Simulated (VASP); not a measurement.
Here is a VASP 6.6.1 calculation.

Contents of INCAR:

```
PREC     = Accurate       # precision mode
ENCUT    = 500            # plane-wave cutoff, eV
EDIFF    = 1E-6           # SCF threshold, eV
ISMEAR   = 0              # smearing method
SIGMA    = 0.02           # smearing width, eV
LREAL    = False          # projectors in reciprocal space
LASPH    = True           # aspherical terms in the spheres
NELM     = 120            # most SCF steps
ALGO     = Normal         # electronic algorithm
ISIF     = 2              # what is computed and relaxed
LWAVE    = False          # write WAVECAR
LCHARG   = False          # write CHGCAR
GGA      = PE             # functional
NBANDS   = 15             # bands
GGA_COMPAT= False
```

KPOINTS

```
regular mesh
0
Gamma
  6 6 6
```

Contents of POSCAR:

```
RbBr
1.0
    0.0000000000      3.5046109457      3.5046109457
    3.5046109457      0.0000000000      3.5046109457
    3.5046109457      3.5046109457      0.0000000000
Rb Br
1 1
Direct
    0.5000000000      0.5000000000      0.5000000000
    0.0000000000      0.0000000000      0.0000000000
```

Potentials or basis: VASP PAW PBE potentials, release 64 (Rb_sv, Br).

Launch:

```sh
$ cat potpaw_PBE.64/Rb_sv/POTCAR potpaw_PBE.64/Br/POTCAR > POTCAR
$ mpirun -np 1 vasp_std > vasp.out
```

(1) What does it give for the band gap on the k mesh?

(2) Estimate the pressure.

Answers

(1) 4.20 eV.

(2) 0.1 GPa.
